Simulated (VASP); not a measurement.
# WS2 in VASP: single point with PBE+D3(BJ)

Aim: the single point of WS2 with PBE+D3(BJ).

All numbers are computed with VASP 6.6.1; they aren't measurements. Logs are shortened: lines on timing, memory, paths and dates and some standing lists are left out, and cuts for length are marked.

## Step 1: The cell of the first run

The cell holds a slab with vacuum, 3 atoms: a = 3.159 Å, b = 3.159 Å, c = 23.152 Å, α = 90.00°, β = 90.00°, γ = 120.00°.

## Step 2: Single point, PBE+D3(BJ)

INCAR reads:

```
SYSTEM = WS2
PREC = Accurate
ENCUT = 520
EDIFF = 1E-6
ISMEAR = 0
SIGMA = 0.05
LREAL = .False.
LASPH = .True.
NELM = 60
ALGO = Normal
ISIF = 2
LWAVE = .False.
LCHARG = .True.
LDIPOL = .True.
IDIPOL = 3
DIPOL = 0.5 0.5 0.500
GGA = PE
IVDW = 12
LELF = .True.
LVHAR = .True.
LVACPOTAV = .True.
NBANDS = 20
```

KPOINTS reads:

```
Automatic mesh
0
Gamma
  39 39 1
  0 0 0
```

POSCAR reads:

```
WS2
1.0
    3.1593423848      0.0000000000      0.0000000000
   -1.5796711924      2.7360707645      0.0000000000
    0.0000000000      0.0000000000     23.1521405912
S W
2 1
Direct
    0.6666666667      0.3333333333      0.4319255043
    0.6666666667      0.3333333333      0.5680744957
    0.3333333333      0.6666666667      0.4999999995
```

Potentials or basis: VASP PAW PBE potentials, release 64 (S, W_sv).

The run is started by

```sh
> cat potpaw_PBE.64/S/POTCAR potpaw_PBE.64/W_sv/POTCAR > POTCAR
> mpirun -np 1 vasp_std > vasp.out
```

OUTCAR:

```text
SYSTEM = WS2
   PREC = Accurate
   ENCUT = 520
   EDIFF = 1E-6
   ISMEAR = 0
   LREAL = .False.
   LASPH = .True.
   NELM = 60
   ISIF = 2
   GGA = PE
   IVDW = 12
 IVDW          = 12

 ion  position               nearest neighbor table
   1  0.667  0.333  0.432-   3 2.41   3 2.41   3 2.41
   2  0.667  0.333  0.568-   3 2.41   3 2.41   3 2.41
   3  0.333  0.667  0.500-   1 2.41   1 2.41   1 2.41   2 2.41   2 2.41   2 2.41

  LATTYP: Found a hexagonal cell.
 ALAT       =     3.1593423848
 C/A-ratio  =     7.3281518023

  Lattice vectors:

 A1 = (   3.1593423848,   0.0000000000,   0.0000000000)
 A2 = (  -1.5796711924,   2.7360707645,   0.0000000000)
 A3 = (   0.0000000000,   0.0000000000,  23.1521405912)

Analysis of symmetry for initial positions (statically):
=====================================================================
 Subroutine PRICEL returns:
 Original cell was already a primitive cell.

 Routine SETGRP: Setting up the symmetry group for a
 hexagonal supercell.

 Subroutine GETGRP returns: Found 12 space group operations
 (whereof 12 operations were pure point group operations)
 out of a pool of 24 trial point group operations.

The static configuration has the point symmetry D_3h.

Analysis of symmetry for dynamics (positions and initial velocities):
=====================================================================
 Subroutine PRICEL returns:
 Original cell was already a primitive cell.

 Routine SETGRP: Setting up the symmetry group for a
 hexagonal supercell.

 Subroutine GETGRP returns: Found 12 space group operations
 (whereof 12 operations were pure point group operations)
 out of a pool of 24 trial point group operations.

The dynamic configuration has the point symmetry D_3h.

 Subroutine INISYM returns: Found 12 space group operations
 (whereof 12 operations are pure point group operations),
 and found     1 'primitive' translations

----------------------------------------------------------------------------------------

                                     Primitive cell

  volume of cell :     200.1314

  direct lattice vectors                    reciprocal lattice vectors
     3.159342385  0.000000000  0.000000000     0.316521566  0.182743811  0.000000000
    -1.579671192  2.736070764  0.000000000     0.000000000  0.365487623  0.000000000
     0.000000000  0.000000000 23.152140591     0.000000000  0.000000000  0.043192550

  length of vectors
     3.159342385  3.159342385 23.152140591     0.365487623  0.365487623  0.043192550

  position of ions in fractional coordinates (direct lattice)
     0.666666667  0.333333333  0.431925504
     0.666666667  0.333333333  0.568074496
     0.333333333  0.666666667  0.499999999

  ion indices of the primitive-cell ions
   primitive index   ion index
                 1           1
                 2           2
                 3           3

----------------------------------------------------------------------------------------

 KPOINTS: Automatic mesh

Automatic generation of k-mesh.
 Grid dimensions read from file:
 generate k-points for:   39   39    1

 Generating k-lattice:

  Cartesian coordinates                     Fractional coordinates (reciprocal lattice)
     0.008115938  0.004685739  0.000000000     0.025641026 -0.000000000  0.000000000
     0.000000000  0.009371478  0.000000000     0.000000000  0.025641026  0.000000000
     0.000000000  0.000000000  0.043192550     0.000000000  0.000000000  1.000000000

  Length of vectors
     0.009371478  0.009371478  0.043192550

  Shift w.r.t. Gamma in fractional coordinates (k-lattice)
     0.000000000  0.000000000  0.000000000

 Subroutine IBZKPT returns following result:
 ===========================================

 Found    147 irreducible k-points:

 Following reciprocal coordinates:
            Coordinates               Weight
  0.000000  0.000000  0.000000      1.000000
  0.025641  0.000000  0.000000      6.000000
  0.051282  0.000000  0.000000      6.000000
  0.076923  0.000000  0.000000      6.000000
  0.102564  0.000000  0.000000      6.000000
  0.128205  0.000000  0.000000      6.000000
[... 16 lines left out ...]
  0.076923  0.025641  0.000000     12.000000
  0.102564  0.025641  0.000000     12.000000
 [... further k-points ...]
   k-points           NKPTS =    147   k-points in BZ     NKDIM =    147   number of bands    NBANDS=     20
   number of dos      NEDOS =    301   number of ions     NIONS =      3
   total plane-waves  NPLWV = 103680
   dimension x,y,z NGX =    24 NGY =   24 NGZ =  180
   dimension x,y,z NGXF=    48 NGYF=   48 NGZF=  360
   ions per type =               2   1
   NGX,Y,Z   is equivalent  to a cutoff of  12.63, 12.63, 12.93 a.u.
   NGXF,Y,Z  is equivalent  to a cutoff of  25.26, 25.26, 25.85 a.u.
 SYSTEM =  WS2
   PREC   = accura    normal or accurate (medium, high low for compatibility)
   ISTART =      0    job   : 0-new  1-cont  2-samecut
   ICHARG =      2    charge: 1-file 2-atom 10-const
   ISPIN  =      1    spin polarized calculation?
   LNONCOLLINEAR =      F non collinear calculations
   LSORBIT =      F    spin-orbit coupling
   LASPH  =      T    aspherical Exc in radial PAW
   ENCUT  =  520.0 eV  38.22 Ry    6.18 a.u.   5.87  5.87 43.05*2*pi/ulx,y,z
   NELM   =     60;   NELMIN=  2; NELMDL= -5     # of ELM steps
   EDIFF  = 0.1E-05   stopping-criterion for ELM
   LREAL  =      F    real-space projection
   EDIFFG = 0.1E-04   stopping-criterion for IOM
   NSW    =      0    number of steps for IOM
   IBRION =     -1    ionic relax: 0-MD 1-quasi-New 2-CG
   NFREE  =      0    steps in history (QN), initial steepest desc. (CG)
   ISIF   =      2    stress and relaxation
   ISYM   =      2    0-nonsym 1-usesym 2-fastsym
   POTIM  = 0.5000    time-step for ionic-motion
   TEBEG  =    0.0;   TEEND  =   0.0 temperature during run
   PSTRESS=    0.0 pullay stress
   NELECT =      26.0000    total number of electrons
   NUPDOWN=      -1.0000    fix difference up-down
   EMIN   =  10.00;   EMAX   =-10.00  energy-range for DOS
   EFERMI =   0.00;   METHOD = LEGACY
   ISMEAR =     0;   SIGMA  =   0.05  broadening in eV -4-tet -1-fermi 0-gaus
   EFERMI_NEDOS =   21; number of points for ismear=-14 and -15
   IALGO  =     38    algorithm
   IMIX   =      4    mixing-type and parameters
     AMIX     =   0.40;   BMIX     =  1.00
     AMIX_MAG =   1.60;   BMIX_MAG =  1.00
  volume/ion in A,a.u.               =      66.71       450.18
  Fermi-wavevector in a.u.,A,eV,Ry     =   0.829139  1.566846  9.353627  0.687472
  Thomas-Fermi vector in A             =   1.941635
   LORBIT       =      0    0 simple, 1 ext, 2 COOP (PROOUT), +10 PAW based schemes
   GGA     = PE    functional components
   LHFCALC =     F    Hartree Fock is set to
   AEXX    =    0.0000 exact exchange contribution
   IVDW    =    12    specifies the selected vdW correction
   LEPSILON=     F    determine dielectric tensor
   LRPA    =     F    only Hartree local field effects (RPA)
 non-spin polarized calculation
 Gauss-broadening in eV      SIGMA  =   0.05
  energy-cutoff  :      520.00
  volume of cell :      200.13
 maximum number of plane-waves:      5424
 NGX is ok and might be reduce to    24
   NGX = 11   NGY = 11   NGZ = 87

 number of electron      25.9999997 magnetization

 dipolmoment           0.000000      0.000000      0.000000 electrons x Angstroem

 Free energy of the ion-electron system (eV)
  ---------------------------------------------------
  ext. energy  EPLUGINS =         0.00000000
  ---------------------------------------------------
  free energy    TOTEN  =       -23.66579109 eV

  energy without entropy =      -23.66579109  energy(sigma->0) =      -23.66579109

 E-fermi :  -1.9279     XC(G=0):  -3.3772

 val. band max:       -2.3289991363   @ k =   0.3333   0.3333   0.0000
 cond. band min:      -0.4051292425   @ k =   0.3333   0.3333   0.0000
 fundamental gap:      1.9238698938
 Fermi energy:        -1.9278549858

 k-point     1 :       0.0000    0.0000    0.0000
  band No.  band energies     occupation
      1     -76.3366      2.00000
      2     -40.5879      2.00000
      3     -40.4141      2.00000
      4     -40.4141      2.00000
      5     -17.1523      2.00000
      6     -15.5282      2.00000
[... 12 lines left out ...]
     19       2.9730      0.00000
     20       3.2793      0.00000

 k-point     2 :       0.0256    0.0000    0.0000
  band No.  band energies     occupation
      1     -76.3364      2.00000
      2     -40.5875      2.00000
      3     -40.4165      2.00000
      4     -40.4146      2.00000
      5     -17.1410      2.00000
      6     -15.5240      2.00000
[... 12 lines left out ...]
     19       2.9865      0.00000
     20       3.3115      0.00000

 k-point     3 :       0.0513    0.0000    0.0000
  band No.  band energies     occupation
      1     -76.3361      2.00000
      2     -40.5862      2.00000
      3     -40.4235      2.00000
      4     -40.4163      2.00000
      5     -17.1075      2.00000
      6     -15.5113      2.00000
[... 12 lines left out ...]
     19       3.0267      0.00000
     20       3.4058      0.00000

 k-point     4 :       0.0769    0.0000    0.0000
  band No.  band energies     occupation
      1     -76.3355      2.00000
      2     -40.5842      2.00000
      3     -40.4351      2.00000
      4     -40.4190      2.00000
      5     -17.0520      2.00000
      6     -15.4905      2.00000
[... 12 lines left out ...]
     19       3.0932      0.00000
     20       3.5454      0.00000

 k-point     5 :       0.1026    0.0000    0.0000
  band No.  band energies     occupation
      1     -76.3347      2.00000
      2     -40.5813      2.00000
      3     -40.4508      2.00000
      4     -40.4226      2.00000
      5     -16.9755      2.00000
      6     -15.4617      2.00000
[... 12 lines left out ...]
     19       3.1853      0.00000
     20       3.6968      0.00000

 k-point     6 :       0.1282    0.0000    0.0000
  band No.  band energies     occupation
      1     -76.3337      2.00000
      2     -40.5778      2.00000
      3     -40.4702      2.00000
      4     -40.4271      2.00000
      5     -16.8791      2.00000
      6     -15.4255      2.00000
[... 12 lines left out ...]
     19       3.3021      0.00000
     20       3.8466      0.00000

 k-point     7 :       0.1538    0.0000    0.0000
  band No.  band energies     occupation
      1     -76.3325      2.00000
      2     -40.5737      2.00000
      3     -40.4928      2.00000
      4     -40.4324      2.00000
      5     -16.7641      2.00000
      6     -15.3823      2.00000
[... 12 lines left out ...]
     19       3.4428      0.00000
     20       4.0036      0.00000
[... 277 lines left out ...]
 k-point    20 :       0.4872   -0.0000    0.0000
  band No.  band energies     occupation
      1     -76.3181      2.00000
      2     -40.7696      2.00000
      3     -40.5218      2.00000
      4     -40.4982      2.00000
      5     -14.9651      2.00000
      6     -14.7421      2.00000
[... 12 lines left out ...]
     19       5.3142      0.00000
     20       5.5296      0.00000

 k-point    21 :       0.0256    0.0256    0.0000
  band No.  band energies     occupation
      1     -76.3362      2.00000
      2     -40.5867      2.00000
      3     -40.4212      2.00000
      4     -40.4157      2.00000
      5     -17.1186      2.00000
      6     -15.5155      2.00000
[... 12 lines left out ...]
     19       3.0133      0.00000
     20       3.3750      0.00000

 k-point    22 :       0.0513    0.0256    0.0000
  band No.  band energies     occupation
      1     -76.3357      2.00000
      2     -40.5850      2.00000
      3     -40.4305      2.00000
      4     -40.4179      2.00000
      5     -17.0741      2.00000
      6     -15.4988      2.00000
[... 12 lines left out ...]
     19       3.0667      0.00000
     20       3.4930      0.00000

 k-point    23 :       0.0769    0.0256    0.0000
  band No.  band energies     occupation
      1     -76.3350      2.00000
      2     -40.5825      2.00000
      3     -40.4440      2.00000
      4     -40.4212      2.00000
      5     -17.0082      2.00000
      6     -15.4740      2.00000
[... 12 lines left out ...]
     19       3.1460      0.00000
     20       3.6378      0.00000

 k-point    24 :       0.1026    0.0256    0.0000
  band No.  band energies     occupation
      1     -76.3341      2.00000
      2     -40.5794      2.00000
      3     -40.4615      2.00000
      4     -40.4253      2.00000
      5     -16.9217      2.00000
      6     -15.4415      2.00000
[... 12 lines left out ...]
     19       3.2506      0.00000
     20       3.7846      0.00000

 [... further k-points ...]

------------------------ aborting loop because EDIFF is reached ----------------------------------------

 Edisp (eV)   -0.93036

 E8    (eV) :    -0.4184

  FORCE on cell =-STRESS in cart. coord.  units (eV):
  Direction    XX          YY          ZZ          XY          YZ          ZX
  --------------------------------------------------------------------------------------
  -------------------------------------------------------------------------------------
  Total      -0.00625    -0.00625    -0.01831    -0.00000     0.00000     0.00000
  in kB      -0.05006    -0.05006    -0.14659    -0.00000     0.00000     0.00000
  external pressure =       -0.08 kB  Pullay stress =        0.00 kB

 VOLUME and BASIS-vectors are now :
 -----------------------------------------------------------------------------
  energy-cutoff  :      520.00
  volume of cell :      200.13
      direct lattice vectors                 reciprocal lattice vectors
     3.159342385  0.000000000  0.000000000     0.316521566  0.182743811  0.000000000
    -1.579671192  2.736070764  0.000000000     0.000000000  0.365487623  0.000000000
     0.000000000  0.000000000 23.152140591     0.000000000  0.000000000  0.043192550

 POSITION                                       TOTAL-FORCE (eV/Angst)
 -----------------------------------------------------------------------------------
      1.57967      0.91202     10.00000        -0.000000     -0.000000     -0.003911
      1.57967      0.91202     13.15214         0.000000      0.000000      0.003911
     -0.00000      1.82405     11.57607        -0.000000      0.000000     -0.000000
 -----------------------------------------------------------------------------------
    total drift:                                0.000000     -0.000000      0.000027

  FREE ENERGIE OF THE ION-ELECTRON SYSTEM (eV)
  ---------------------------------------------------
  free  energy   TOTEN  =       -24.5961555538 eV

  energy  without entropy=      -24.5961555538  energy(sigma->0) =      -24.59615555

 vacuum level on the upper side and lower side of the slab         3.325         3.325
```

Wall time 10 min (1 thread of Intel Xeon Platinum 8259CL at 2.50GHz (Skylake/Cascade Lake), shared host); peak memory 0.71 GiB.

Results:

| Item | Value |
| --- | --- |
| Free energy | -24.5962 eV |
| Largest force | 0.004 eV/Å |
| Band gap on the k mesh | 1.92 eV |
| Dispersion energy per atom | -0.310 eV |

Forces in eV/Å, atoms in the order of the input:
```
S    0.000  0.000 -0.004
S    0.000  0.000  0.004
W    0.000  0.000  0.000
```

Caveat: spin-orbit coupling is left out, which moves the levels of the heavy elements.
